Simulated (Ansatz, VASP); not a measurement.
IrC3: VASP beside Ansatz

```
Ir C
1.0
    -2.07491    2.07491    2.07491
     2.07491   -2.07491    2.07491
     2.07491    2.07491   -2.07491
Ir C
1 3
Direct
  0.00000 0.00000 0.00000
  0.00000 0.50000 0.50000
  0.50000 0.00000 0.50000
  0.50000 0.50000 0.00000
```

Alike in both runs: functional PBE; k mesh 6 × 6 × 6; occupations gaussian, width 0.1 eV; no spin polarisation.

Ansatz relaxed the structure, and its values are those at the end. VASP's run is a single point on that final structure, the one shown.

|  | VASP | Ansatz |
| --- | --- | --- |
| version | VASP 6.6.1 | Ansatz 0.2.0 |
| potentials or method | VASP PAW PBE potentials, release 64 (Ir_sv_GW, C), cutoff 600 eV | scalar-relativistic, plane waves, PAW |
| valence electrons in the cell | 29 | 29 |

Ansatz gave:

```
gap on the k mesh at the Fermi level (eV) : none
pressure (GPa)                            : -0.4
```

Estimate VASP's values.

gap on the k mesh at the Fermi level (eV): none; pressure (GPa): -0.8.

A gap of «none» marks a metal or a gap that the smearing closes. The functional is the same, so the differences come from potentials, cutoffs and numerics.

Neither program's run includes spin-orbit coupling.
